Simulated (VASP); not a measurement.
# Rh (Im-3m) in VASP: single point with PBEsol

Aim: the single point of Rh with PBEsol.

Program: VASP 6.6.1. These are calculated values, not measurements. Logs are shortened: lines on timing, memory, paths and dates and some standing lists are left out, and cuts for length are marked.

## (1) The cell of the first run

It takes space group Im-3m (No. 229, cubic). The conventional cell has a = 3.032 Å, b = 3.032 Å, c = 3.032 Å, α = 90.00°, β = 90.00°, γ = 90.00°. Rh (site symmetry m-3m) has 14 Rh at 2.63 to 3.03 Å within 3.5 Å.

## (2) Single point, PBEsol

Input file INCAR:

```
PREC = Accurate
ENCUT = 520
EDIFF = 1E-6
ISMEAR = -1
SIGMA = 0.13605693000000002
LREAL = False
LASPH = True
NELM = 100
ALGO = Normal
ISIF = 2
LWAVE = False
LCHARG = True
GGA = PS
LELF = True
LVHAR = True
NBANDS = 14
```

Input file KPOINTS:

```
Automatic mesh
0
Gamma
  15 15 15
```

Input file POSCAR:

```
Rh
1.0
   -1.5161948914      1.5161948914      1.5161948914
    1.5161948914     -1.5161948914      1.5161948914
    1.5161948914      1.5161948914     -1.5161948914
Rh
1
Direct
    0.0000000000      0.0000000000      0.0000000000
```

Potentials or basis: VASP PAW PBE potentials, release 64 (Rh_pv).

Launch:

```console
cat potpaw_PBE.64/Rh_pv/POTCAR > POTCAR
mpirun -np 1 vasp_std > vasp.out
```

OUTCAR:

```text
PREC = Accurate
   ENCUT = 520
   EDIFF = 1E-6
   ISMEAR = -1
   LREAL = False
   LASPH = True
   NELM = 100
   ISIF = 2
   GGA = PS

 ion  position               nearest neighbor table
   1  0.000  0.000  0.000-

  LATTYP: Found a body centered cubic cell.
 ALAT       =     3.0323897828

  Lattice vectors:

 A1 = (  -1.5161948914,   1.5161948914,   1.5161948914)
 A2 = (   1.5161948914,  -1.5161948914,   1.5161948914)
 A3 = (   1.5161948914,   1.5161948914,  -1.5161948914)

Analysis of symmetry for initial positions (statically):
=====================================================================
 Subroutine PRICEL returns:
 Original cell was already a primitive cell.

 Routine SETGRP: Setting up the symmetry group for a
 body centered cubic supercell.

 Subroutine GETGRP returns: Found 48 space group operations
 (whereof 48 operations were pure point group operations)
 out of a pool of 48 trial point group operations.

The static configuration has the point symmetry O_h .

Analysis of symmetry for dynamics (positions and initial velocities):
=====================================================================
 Subroutine PRICEL returns:
 Original cell was already a primitive cell.

 Routine SETGRP: Setting up the symmetry group for a
 body centered cubic supercell.

 Subroutine GETGRP returns: Found 48 space group operations
 (whereof 48 operations were pure point group operations)
 out of a pool of 48 trial point group operations.

The dynamic configuration has the point symmetry O_h .

 Subroutine INISYM returns: Found 48 space group operations
 (whereof 48 operations are pure point group operations),
 and found     1 'primitive' translations

----------------------------------------------------------------------------------------

                                     Primitive cell

  volume of cell :      13.9420

  direct lattice vectors                    reciprocal lattice vectors
    -1.516194891  1.516194891  1.516194891     0.000000000  0.329772909  0.329772909
     1.516194891 -1.516194891  1.516194891     0.329772909  0.000000000  0.329772909
     1.516194891  1.516194891 -1.516194891     0.329772909  0.329772909  0.000000000

  length of vectors
     2.626126586  2.626126586  2.626126586     0.466369320  0.466369320  0.466369320

  position of ions in fractional coordinates (direct lattice)
     0.000000000  0.000000000  0.000000000
[... 76 lines left out ...]
   EDIFF  = 0.1E-05   stopping-criterion for ELM
   LREAL  =      F    real-space projection
   EDIFFG = 0.1E-04   stopping-criterion for IOM
   NSW    =      0    number of steps for IOM
   IBRION =     -1    ionic relax: 0-MD 1-quasi-New 2-CG
   NFREE  =      0    steps in history (QN), initial steepest desc. (CG)
   ISIF   =      2    stress and relaxation
   ISYM   =      2    0-nonsym 1-usesym 2-fastsym
   POTIM  = 0.5000    time-step for ionic-motion
   TEBEG  =    0.0;   TEEND  =   0.0 temperature during run
   PSTRESS=    0.0 pullay stress
   NELECT =      15.0000    total number of electrons
   NUPDOWN=      -1.0000    fix difference up-down
   EMIN   =  10.00;   EMAX   =-10.00  energy-range for DOS
   EFERMI =   0.00;   METHOD = LEGACY
   ISMEAR =    -1;   SIGMA  =   0.14  broadening in eV -4-tet -1-fermi 0-gaus
   EFERMI_NEDOS =   21; number of points for ismear=-14 and -15
   IALGO  =     38    algorithm
   IMIX   =      4    mixing-type and parameters
     AMIX     =   0.40;   BMIX     =  1.00
     AMIX_MAG =   1.60;   BMIX_MAG =  1.00
  volume/ion in A,a.u.               =      13.94        94.09
  Fermi-wavevector in a.u.,A,eV,Ry     =   1.677504  3.170023 38.287061  2.814020
  Thomas-Fermi vector in A             =   2.761758
   LORBIT       =      0    0 simple, 1 ext, 2 COOP (PROOUT), +10 PAW based schemes
   GGA     = PS    functional components
   LHFCALC =     F    Hartree Fock is set to
   AEXX    =    0.0000 exact exchange contribution
   IVDW    =     0    specifies the selected vdW correction
   LEPSILON=     F    determine dielectric tensor
   LRPA    =     F    only Hartree local field effects (RPA)
 non-spin polarized calculation
  energy-cutoff  :      520.00
  volume of cell :       13.94
 maximum number of plane-waves:       394
   NGX =  9   NGY =  9   NGZ =  9

 number of electron      14.9999994 magnetization

 Free energy of the ion-electron system (eV)
  ---------------------------------------------------
  ext. energy  EPLUGINS =         0.00000000
  ---------------------------------------------------
  free energy    TOTEN  =        -7.81609306 eV

  energy without entropy =       -7.68878991  energy(sigma->0) =       -7.75244149

 E-fermi :  11.3624     XC(G=0): -14.1117

 val. band max:       11.3527721976   @ k =  -0.4000   0.4000   0.4000
 cond. band min:      11.3782558297   @ k =  -0.3333   0.3333   0.1333
 fundamental gap:      0.0254836320
 Fermi energy:        11.3623783506

 k-point     1 :       0.0000    0.0000    0.0000
  band No.  band energies     occupation
      1     -34.6511      2.00000
      2     -34.6511      2.00000
      3     -34.6511      2.00000
      4       3.5555      2.00000
      5       8.4033      2.00000
      6       8.4033      2.00000
      7       8.4033      2.00000
      8      10.8802      1.94383
      9      10.8802      1.94383
     10      29.7522      0.00000
     11      29.7522      0.00000
     12      29.7522      0.00000
     13      32.2088      0.00000
     14      39.8416      0.00000
[... 377 lines left out ...]
      1     -35.2813      2.00000
      2     -34.9877      2.00000
      3     -34.7224      2.00000
      4       6.2558      2.00000
      5       7.1928      2.00000
      6       9.1648      2.00000
      7      10.7727      1.97412
      8      11.6189      0.26362
      9      16.8584      0.00000
     10      20.4436      0.00000
     11      24.2471      0.00000
     12      28.8405      0.00000
     13      32.2131      0.00000
     14      35.6959      0.00000

 [... further k-points ...]
[... 5 lines left out ...]
  --------------------------------------------------------------------------------------
  -------------------------------------------------------------------------------------
  Total       -0.0076513     -0.0076513     -0.0076513     -0.0000000     -0.0000000      0.0000000
  in kB       -0.8792666     -0.8792666     -0.8792666     -0.0000000     -0.0000000      0.0000000
  external PRESSURE =      -0.8792666 kB  Pullay stress =       0.0000000 kB

 VOLUME and BASIS-vectors are now :
 -----------------------------------------------------------------------------
  energy-cutoff  :      520.00
  volume of cell :       13.94
      direct lattice vectors                 reciprocal lattice vectors
    -1.516194891  1.516194891  1.516194891     0.000000000  0.329772909  0.329772909
     1.516194891 -1.516194891  1.516194891     0.329772909  0.000000000  0.329772909
     1.516194891  1.516194891 -1.516194891     0.329772909  0.329772909  0.000000000

 POSITION                                       TOTAL-FORCE (eV/Angst)
 -----------------------------------------------------------------------------------
      0.00000      0.00000      0.00000         0.000000      0.000000      0.000000
 -----------------------------------------------------------------------------------
    total drift:                                0.000000     -0.000000      0.000000

  FREE ENERGIE OF THE ION-ELECTRON SYSTEM (eV)
  ---------------------------------------------------
  free  energy   TOTEN  =        -7.8160930574 eV

  energy  without entropy=       -7.6887899144  energy(sigma->0) =       -7.75244149
```

OSZICAR:

```text
N       E                     dE             d eps       ncg     rms          rms(c)
DAV:   1     0.121355434833E+03    0.12136E+03   -0.87602E+03  3368   0.115E+03
DAV:   2    -0.673591779803E+01   -0.12809E+03   -0.12243E+03  3654   0.343E+02
DAV:   3    -0.833861146441E+01   -0.16027E+01   -0.15982E+01  4146   0.421E+01
DAV:   4    -0.834453266327E+01   -0.59212E-02   -0.59210E-02  3816   0.263E+00
DAV:   5    -0.834458536671E+01   -0.52703E-04   -0.52704E-04  4130   0.219E-01    0.111E+01
DAV:   6    -0.783782110743E+01    0.50676E+00   -0.90793E-01  3606   0.126E+01    0.393E+00
DAV:   7    -0.782011083136E+01    0.17710E-01   -0.21113E-02  4140   0.158E+00    0.185E+00
DAV:   8    -0.781622052017E+01    0.38903E-02   -0.40988E-03  3498   0.862E-01    0.191E-01
DAV:   9    -0.781608874894E+01    0.13177E-03   -0.14709E-04  3840   0.170E-01    0.305E-02
DAV:  10    -0.781609291337E+01   -0.41644E-05   -0.24146E-06  3764   0.180E-02    0.206E-03
DAV:  11    -0.781609305740E+01   -0.14402E-06   -0.20377E-07  2040   0.596E-03
   1 F= -.78160931E+01 E0= -.77524415E+01  d E =-.127303E+00
```

stdout:

```text
POSCAR found type information on POSCAR Rh
 POSCAR found :  1 types and       1 ions
 scaLAPACK will be used
 -----------------------------------------------------------------------------
|                                                                             |
|                                                                             |
|     You enforced a specific xc type in the INCAR file but a different       |
|     I HOPE YOU KNOW WHAT YOU ARE DOING!                                     |
|                                                                             |
 -----------------------------------------------------------------------------

 LDA part: xc-table for (Slater+PW92), standard interpolation
 POSCAR, INCAR and KPOINTS ok, starting setup
 FFT: planning ... GRIDC
 FFT: planning ... GRID_SOFT
 FFT: planning ... GRID
 WAVECAR not read
 entering main loop
```

Run time: 12 s. Hardware: 1 thread of Intel Xeon 6975P-C, shared host; peak memory 0.14 GiB.

Results:

- Free energy: -7.8161 eV
- Pressure: -0.1 GPa

Levels at points of the mesh, in eV from the Fermi level:
```csv
k point,band 6,band 7,band 8,band 9,band 10,band 11
"(0.00, 0.00, 0.00)",-2.96,-2.96,-0.48,-0.48,18.39,18.39
```

Caveat: the PAW data sets were made with another functional, which shifts forces and pressure a little.
